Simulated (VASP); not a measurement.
# GaN (Fm-3m) in VASP: a series of runs, part 2 of 2

VASP 6.6.1. The steps go on from the part before.

**5. Single point, PBE**

This run uses another cell than the first one, of 9.74 Å³/atom, 1.056 times its volume.

The input, INCAR:

```
  PREC = Accurate
  ENCUT = 520
  EDIFF = 1E-6
  ISMEAR = 0
  SIGMA = 0.014
  LREAL = False
  LASPH = True
  NELM = 60
  ALGO = Normal
  ISIF = 2
  LWAVE = False
  LCHARG = False
  GGA = PE
  NBANDS = 16
```

The input, KPOINTS:

```
regular mesh
0
Gamma
  11 11 11
```

The input, POSCAR:

```
GaN
1.0
    0.0000000000      2.1352350000      2.1352350000
    2.1352350000      0.0000000000      2.1352350000
    2.1352350000      2.1352350000      0.0000000000
Ga N
1 1
Direct
    0.0000000000      0.0000000000      0.0000000000
    0.5000000000      0.5000000000      0.5000000000
```

Potentials or basis: VASP PAW PBE potentials, release 64 (Ga_d, N).

Run with:

```
$ cat potpaw_PBE.64/Ga_d/POTCAR potpaw_PBE.64/N/POTCAR > POTCAR
$ mpirun -np 1 vasp_std > vasp.out
```

OUTCAR:

```text
PREC = Accurate
   ENCUT = 520
   EDIFF = 1E-6
   ISMEAR = 0
   LREAL = False
   LASPH = True
   NELM = 60
   ISIF = 2
   GGA = PE

 ion  position               nearest neighbor table
   1  0.000  0.000  0.000-   2 2.14   2 2.14   2 2.14   2 2.14   2 2.14   2 2.14
   2  0.500  0.500  0.500-   1 2.14   1 2.14   1 2.14   1 2.14   1 2.14   1 2.14

  LATTYP: Found a face centered cubic cell.
 ALAT       =     4.2704700000

  Lattice vectors:

 A1 = (   0.0000000000,   2.1352350000,   2.1352350000)
 A2 = (   2.1352350000,   0.0000000000,   2.1352350000)
 A3 = (   2.1352350000,   2.1352350000,   0.0000000000)

Analysis of symmetry for initial positions (statically):
=====================================================================
 Subroutine PRICEL returns:
 Original cell was already a primitive cell.

 Routine SETGRP: Setting up the symmetry group for a
 face centered cubic supercell.

 Subroutine GETGRP returns: Found 48 space group operations
 (whereof 48 operations were pure point group operations)
 out of a pool of 48 trial point group operations.

The static configuration has the point symmetry O_h .

Analysis of symmetry for dynamics (positions and initial velocities):
=====================================================================
 Subroutine PRICEL returns:
 Original cell was already a primitive cell.

 Routine SETGRP: Setting up the symmetry group for a
 face centered cubic supercell.

 Subroutine GETGRP returns: Found 48 space group operations
 (whereof 48 operations were pure point group operations)
 out of a pool of 48 trial point group operations.

The dynamic configuration has the point symmetry O_h .

 Subroutine INISYM returns: Found 48 space group operations
 (whereof 48 operations are pure point group operations),
 and found     1 'primitive' translations

----------------------------------------------------------------------------------------

                                     Primitive cell

  volume of cell :      19.4700

  direct lattice vectors                    reciprocal lattice vectors
     0.000000000  2.135235000  2.135235000    -0.234166263  0.234166263  0.234166263
     2.135235000  0.000000000  2.135235000     0.234166263 -0.234166263  0.234166263
     2.135235000  2.135235000  0.000000000     0.234166263  0.234166263 -0.234166263

  length of vectors
     3.019678296  3.019678296  3.019678296     0.405587864  0.405587864  0.405587864

  position of ions in fractional coordinates (direct lattice)
     0.000000000  0.000000000  0.000000000
     0.500000000  0.500000000  0.500000000

  ion indices of the primitive-cell ions
   primitive index   ion index
                 1           1
                 2           2

----------------------------------------------------------------------------------------

 KPOINTS: regular mesh

Automatic generation of k-mesh.
 Grid dimensions read from file:
 generate k-points for:   11   11   11

 Generating k-lattice:

  Cartesian coordinates                     Fractional coordinates (reciprocal lattice)
    -0.021287842  0.021287842  0.021287842     0.090909091  0.000000000  0.000000000
     0.021287842 -0.021287842  0.021287842     0.000000000  0.090909091  0.000000000
     0.021287842  0.021287842 -0.021287842     0.000000000  0.000000000  0.090909091

  Length of vectors
     0.036871624  0.036871624  0.036871624

  Shift w.r.t. Gamma in fractional coordinates (k-lattice)
     0.000000000  0.000000000  0.000000000

 Subroutine IBZKPT returns following result:
 ===========================================

 Found     56 irreducible k-points:

 Following reciprocal coordinates:
            Coordinates               Weight
  0.000000  0.000000  0.000000      1.000000
  0.090909  0.000000  0.000000      8.000000
  0.181818  0.000000  0.000000      8.000000
  0.272727  0.000000  0.000000      8.000000
  0.363636  0.000000  0.000000      8.000000
  0.454545  0.000000  0.000000      8.000000
[... 16 lines left out ...]
 -0.272727  0.181818  0.000000     24.000000
 -0.181818  0.181818  0.000000     12.000000
 [... further k-points ...]
   k-points           NKPTS =     56   k-points in BZ     NKDIM =     56   number of bands    NBANDS=     16
   number of dos      NEDOS =    301   number of ions     NIONS =      2
   total plane-waves  NPLWV =  13824
   dimension x,y,z NGX =    24 NGY =   24 NGZ =   24
   dimension x,y,z NGXF=    48 NGYF=   48 NGZF=   48
   ions per type =               1   1
   NGX,Y,Z   is equivalent  to a cutoff of  13.21, 13.21, 13.21 a.u.
   NGXF,Y,Z  is equivalent  to a cutoff of  26.43, 26.43, 26.43 a.u.
 SYSTEM =  unknown system
   PREC   = accura    normal or accurate (medium, high low for compatibility)
   ISTART =      0    job   : 0-new  1-cont  2-samecut
   ICHARG =      2    charge: 1-file 2-atom 10-const
   ISPIN  =      1    spin polarized calculation?
   LNONCOLLINEAR =      F non collinear calculations
   LSORBIT =      F    spin-orbit coupling
   LASPH  =      T    aspherical Exc in radial PAW
   ENCUT  =  520.0 eV  38.22 Ry    6.18 a.u.   5.61  5.61  5.61*2*pi/ulx,y,z
   NELM   =     60;   NELMIN=  2; NELMDL= -5     # of ELM steps
   EDIFF  = 0.1E-05   stopping-criterion for ELM
   LREAL  =      F    real-space projection
   EDIFFG = 0.1E-04   stopping-criterion for IOM
   NSW    =      0    number of steps for IOM
   IBRION =     -1    ionic relax: 0-MD 1-quasi-New 2-CG
   NFREE  =      0    steps in history (QN), initial steepest desc. (CG)
   ISIF   =      2    stress and relaxation
   ISYM   =      2    0-nonsym 1-usesym 2-fastsym
   POTIM  = 0.5000    time-step for ionic-motion
   TEBEG  =    0.0;   TEEND  =   0.0 temperature during run
   PSTRESS=    0.0 pullay stress
   NELECT =      18.0000    total number of electrons
   NUPDOWN=      -1.0000    fix difference up-down
   EMIN   =  10.00;   EMAX   =-10.00  energy-range for DOS
   EFERMI =   0.00;   METHOD = LEGACY
   ISMEAR =     0;   SIGMA  =   0.01  broadening in eV -4-tet -1-fermi 0-gaus
   EFERMI_NEDOS =   21; number of points for ismear=-14 and -15
   IALGO  =     38    algorithm
   IMIX   =      4    mixing-type and parameters
     AMIX     =   0.40;   BMIX     =  1.00
     AMIX_MAG =   1.60;   BMIX_MAG =  1.00
  volume/ion in A,a.u.               =       9.74        65.70
  Fermi-wavevector in a.u.,A,eV,Ry     =   1.594814  3.013761 34.605481  2.543431
  Thomas-Fermi vector in A             =   2.692830
   LORBIT       =      0    0 simple, 1 ext, 2 COOP (PROOUT), +10 PAW based schemes
   GGA     = PE    functional components
   LHFCALC =     F    Hartree Fock is set to
   AEXX    =    0.0000 exact exchange contribution
   IVDW    =     0    specifies the selected vdW correction
   LEPSILON=     F    determine dielectric tensor
   LRPA    =     F    only Hartree local field effects (RPA)
 non-spin polarized calculation
 Gauss-broadening in eV      SIGMA  =   0.01
  energy-cutoff  :      520.00
  volume of cell :       19.47
 maximum number of plane-waves:       534
   NGX = 11   NGY = 11   NGZ = 11

 number of electron      18.0000005 magnetization

 Free energy of the ion-electron system (eV)
  ---------------------------------------------------
  ext. energy  EPLUGINS =         0.00000000
  ---------------------------------------------------
  free energy    TOTEN  =       -11.20667834 eV

  energy without entropy =      -11.20667834  energy(sigma->0) =      -11.20667834

 E-fermi :   7.5864     XC(G=0): -12.9044

 val. band max:        7.5262506820   @ k =  -0.1818   0.1818   0.0000
 cond. band min:       8.0668747439   @ k =   0.4545   0.4545   0.0000
 fundamental gap:      0.5406240619
 Fermi energy:         7.5863958063

 k-point     1 :       0.0000    0.0000    0.0000
  band No.  band energies     occupation
      1      -9.4812      2.00000
      2      -6.4857      2.00000
      3      -6.4857      2.00000
      4      -6.4857      2.00000
      5      -6.3986      2.00000
      6      -6.3986      2.00000
[... 8 lines left out ...]
     15      22.8978      0.00000
     16      22.8978      0.00000

 k-point     2 :       0.0909    0.0000    0.0000
  band No.  band energies     occupation
      1      -9.3253      2.00000
      2      -6.4912      2.00000
      3      -6.4778      2.00000
      4      -6.4778      2.00000
      5      -6.4084      2.00000
      6      -6.4084      2.00000
[... 8 lines left out ...]
     15      23.1276      0.00000
     16      23.1276      0.00000
[... 387 lines left out ...]
      5      -6.3567      2.00000
      6      -5.9106      2.00000
[... 8 lines left out ...]
     15      26.1483      0.00000
     16      28.3357      0.00000

 k-point    24 :      -0.1818    0.1818    0.0000
  band No.  band energies     occupation
      1      -8.0461      2.00000
      2      -6.5366      2.00000
      3      -6.5343      2.00000
      4      -6.5177      2.00000
      5      -6.4020      2.00000
      6      -6.1911      2.00000
[... 8 lines left out ...]
     15      25.4450      0.00000
     16      27.6276      0.00000

 [... further k-points ...]
[... 5 lines left out ...]
  --------------------------------------------------------------------------------------
  -------------------------------------------------------------------------------------
  Total        0.0514840      0.0514840      0.0514840     -0.0000000     -0.0000000      0.0000000
  in kB        4.2365821      4.2365821      4.2365821     -0.0000000     -0.0000000      0.0000000
  external PRESSURE =       4.2365821 kB  Pullay stress =       0.0000000 kB

 VOLUME and BASIS-vectors are now :
 -----------------------------------------------------------------------------
  energy-cutoff  :      520.00
  volume of cell :       19.47
      direct lattice vectors                 reciprocal lattice vectors
     0.000000000  2.135235000  2.135235000    -0.234166263  0.234166263  0.234166263
     2.135235000  0.000000000  2.135235000     0.234166263 -0.234166263  0.234166263
     2.135235000  2.135235000  0.000000000     0.234166263  0.234166263 -0.234166263

 POSITION                                       TOTAL-FORCE (eV/Angst)
 -----------------------------------------------------------------------------------
      0.00000      0.00000      0.00000         0.000000      0.000000      0.000000
      2.13524      2.13524      2.13524         0.000000      0.000000     -0.000000
 -----------------------------------------------------------------------------------
    total drift:                                0.000000     -0.000000     -0.000000

  FREE ENERGIE OF THE ION-ELECTRON SYSTEM (eV)
  ---------------------------------------------------
  free  energy   TOTEN  =       -11.2066783417 eV

  energy  without entropy=      -11.2066783417  energy(sigma->0) =      -11.20667834
```

OSZICAR:

```text
N       E                     dE             d eps       ncg     rms          rms(c)
DAV:   1     0.776719096358E+02    0.77672E+02   -0.90908E+03  2016   0.210E+03
DAV:   2    -0.811630187626E+01   -0.85788E+02   -0.78688E+02  2064   0.328E+02
DAV:   3    -0.129523923610E+02   -0.48361E+01   -0.48199E+01  2152   0.658E+01
DAV:   4    -0.129961135615E+02   -0.43721E-01   -0.43718E-01  2144   0.658E+00
DAV:   5    -0.129966239984E+02   -0.51044E-03   -0.51044E-03  2200   0.665E-01    0.726E+00
DAV:   6    -0.112311100938E+02    0.17655E+01   -0.44338E+00  2608   0.388E+01    0.239E+00
DAV:   7    -0.112217765018E+02    0.93336E-02   -0.21503E-01  2152   0.528E+00    0.156E+00
DAV:   8    -0.112086428083E+02    0.13134E-01   -0.36379E-02  1936   0.208E+00    0.567E-01
DAV:   9    -0.112066402276E+02    0.20026E-02   -0.66630E-03  2240   0.175E+00    0.124E-01
DAV:  10    -0.112066859947E+02   -0.45767E-04   -0.59351E-04  2064   0.281E-01    0.331E-02
DAV:  11    -0.112066766833E+02    0.93114E-05   -0.41062E-05  2256   0.749E-02    0.805E-03
DAV:  12    -0.112066784589E+02   -0.17755E-05   -0.29486E-06  2152   0.286E-02    0.400E-03
DAV:  13    -0.112066783417E+02    0.11713E-06   -0.20448E-07  1128   0.462E-03
   1 F= -.11206678E+02 E0= -.11206678E+02  d E =-.687202E-12
```

Wall time 12 s (1 thread of Intel Xeon Platinum 8259CL at 2.50GHz (Skylake/Cascade Lake), shared host); peak memory 0.15 GiB.

What came out:

- Free energy: -11.2067 eV
- Pressure: 0.4 GPa
- Band gap on the k mesh: 0.54 eV, indirect (least direct gap 2.37 eV)

A k mesh can miss the band edges. As with any semilocal functional, this PBE gap is likely too small.

**6. Overview**

| level | cell | smearing | gap on the mesh (eV) | pressure (GPa) |
| --- | --- | --- | --- | --- |
| PBEsol+D4 | a = 2.965 Å, angles 60.0°, 2 atoms | fermi-dirac 0.05 eV | 0.80 | 0.5 |
| PBE+D3(BJ) | a = 2.994 Å, angles 60.0°, 2 atoms | fermi-dirac 0.05 eV | 0.70 | 0.8 |
| PBE+D4 | a = 2.984 Å, angles 60.0°, 2 atoms | fermi-dirac 0.05 eV | 0.76 | 0.8 |
| PBE | a = 3.020 Å, angles 60.0°, 2 atoms | gaussian 0.014 eV | 0.54 | 0.4 |

Alike in all rows: task single point; potentials or basis VASP PAW PBE potentials, release 64 (Ga_d, N); no spin polarisation; k mesh 11 × 11 × 11; cutoff (eV) 520.

Caveats: the PAW data sets were made with another functional, which shifts forces and pressure a little (some runs).

Absolute energies hang on the potentials; compare differences alone.
